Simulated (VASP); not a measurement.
KAgF2, 4 atoms in the cell. It takes space group R-3m (No. 166, trigonal). The conventional cell has a = 3.577 Å, b = 3.577 Å, c = 16.844 Å, α = 90.00°, β = 90.00°, γ = 120.00°. K (site symmetry -3m) has 6 F at 2.56 Å and 6 Ag at 3.49 Å and 6 K at 3.58 Å within 3.6 Å. Within 3.2 Å of Ag (site symmetry -3m) lie 6 F at 2.44 Å. Within 3.4 Å of F (site symmetry 3m) lie 3 Ag at 2.44 Å and 3 K at 2.56 Å and 3 F at 3.32 Å. 

- Program: VASP 6.6.1
- Task: single point
- Functional: r2SCAN
- Potentials or basis: VASP PAW PBE potentials, release 64 (K_sv, Ag, F)
- Cutoff: 660 eV
- k mesh: 6 × 6 × 6
- Occupations: gaussian, width 0.01 eV
- Spin: no spin polarisation
- Dipole correction: no
- Further INCAR settings: ALGO = Normal; EDIFF = 1e-06; NBANDS = 25

Potentials or basis: VASP PAW PBE potentials, release 64 (K_sv, Ag, F).

Launch:

```console
$ cat potpaw_PBE.64/K_sv/POTCAR potpaw_PBE.64/Ag/POTCAR potpaw_PBE.64/F/POTCAR > POTCAR
$ cp INCAR.step1 INCAR
$ mpirun -np 1 vasp_std > vasp.out
$ cp INCAR.step2 INCAR
$ mpirun -np 1 vasp_std > vasp.out
```

Hardware: 1 thread of AMD EPYC 7R43 64-Core Processor (Zen 3), with other jobs on the host.

Problem. How long does it take, and how much memory?

Solution. It took 15 min on 1 thread of AMD EPYC 7R43 64-Core Processor (Zen 3), with other jobs on the host, peak memory 0.38 GiB. Counts: k points 32.
